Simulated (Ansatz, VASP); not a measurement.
## TaSi2: VASP beside Ansatz

The input INCAR:

```
ALGO = Normal
EDIFF = 1E-7
ENCUT = 520
GGA = PS
ISIF = 2
ISMEAR = 0
LASPH = T
LCHARG = T
LELF = T
LREAL = F
LVHAR = T
LWAVE = F
NBANDS = 38
NELM = 100
PREC = Accurate
SIGMA = 0.15
```

File KPOINTS:

```
k-points
0
Gamma
  12 12 6
```

Contents of POSCAR:

```
TaSi2
1.0
    4.7608595319      0.0000000000      0.0000000000
   -2.3804297659      4.1230252985      0.0000000000
    0.0000000000      0.0000000000      6.5557841497
Ta Si
3 6
Direct
    0.5000000000      0.0000000000      0.5000000000
    0.5000000000      0.5000000000      0.8315678653
    0.0000000000      0.5000000000      0.1684321347
    0.1713945605      0.3427891210      0.5000000000
    0.8477714451      0.1541795135      0.8300221602
    0.6935919315      0.8458204865      0.1699778398
    0.8286054395      0.6572108790      0.5000000000
    0.1522285549      0.8458204865      0.8300221602
    0.3064080685      0.1541795135      0.1699778398
```

Input for Ansatz:

```yaml
crystal:
  lattice:
    - [4.7608595319, 0.0, 0.0]
    - [-2.3804297659, 4.1230252985, 0.0]
    - [0.0, 0.0, 6.5557841497]
  atoms:
    - { symbol: Ta, position: [0.5, 0.0, 0.5] }
    - { symbol: Ta, position: [0.5, 0.5, 0.8315678653] }
    - { symbol: Ta, position: [0.0, 0.5, 0.1684321347] }
    - { symbol: Si, position: [0.1713945605, 0.342789121, 0.5] }
    - { symbol: Si, position: [0.8477714451, 0.1541795135, 0.8300221602] }
    - { symbol: Si, position: [0.6935919315, 0.8458204865, 0.1699778398] }
    - { symbol: Si, position: [0.8286054395, 0.657210879, 0.5] }
    - { symbol: Si, position: [0.1522285549, 0.8458204865, 0.8300221602] }
    - { symbol: Si, position: [0.3064080685, 0.1541795135, 0.1699778398] }
basis:
  ecutwfc: 420
kpoints:
  mp_grid: { grid: [12, 12, 6] }
hamiltonian:
  xc: pbesol
scf:
  occupations: { method: gaussian, width: 0.15 }
output:
  forces: true
  stress: true
  eigenvalues: true
  write_density: true
  write_potential: true
  elf: true
  volumetric_format: npy
```

Change from the starting cell: mode 16 (300.4 1/cm) frozen in, largest displacement +0.100 Å.

Alike in both runs: task single point; functional PBEsol; k mesh 12 × 12 × 6; occupations gaussian, width 0.15 eV; no spin polarisation.

|  | VASP | Ansatz |
| --- | --- | --- |
| version | VASP 6.6.1 | Ansatz 0.2.0 |
| potentials or method | VASP PAW PBE potentials, release 64 (Ta_pv, Si), cutoff 520 eV | scalar-relativistic, plane waves, PAW |
| valence electrons in the cell | 57 | 63 |

|  | VASP | Ansatz | Ansatz less VASP |
| --- | --- | --- | --- |
| gap on the k mesh at the Fermi level (eV) | none | none | - |
| pressure (GPa) | 0.9 | 0.6 | -0.32 |
| traceless stress, the component that is largest in VASP (GPa) | 0.85 | 0.89 | +0.034 |
| rms of the force components (eV/Å) | 0.362 | 0.360 | -0.0023 |

VASP's potentials were made for PBE, not for PBEsol. Atom by atom the forces differ by 0.003 eV/Å (rms over components). A gap of «none» marks a metal or a gap that the smearing closes. With one functional, cell and mesh, what is left measures potentials, basis and numerics. VASP's potentials hold 57 valence electrons a cell and Ansatz's 63, so a difference there can come from the potentials and not from the codes.

Spin-orbit coupling is off throughout.
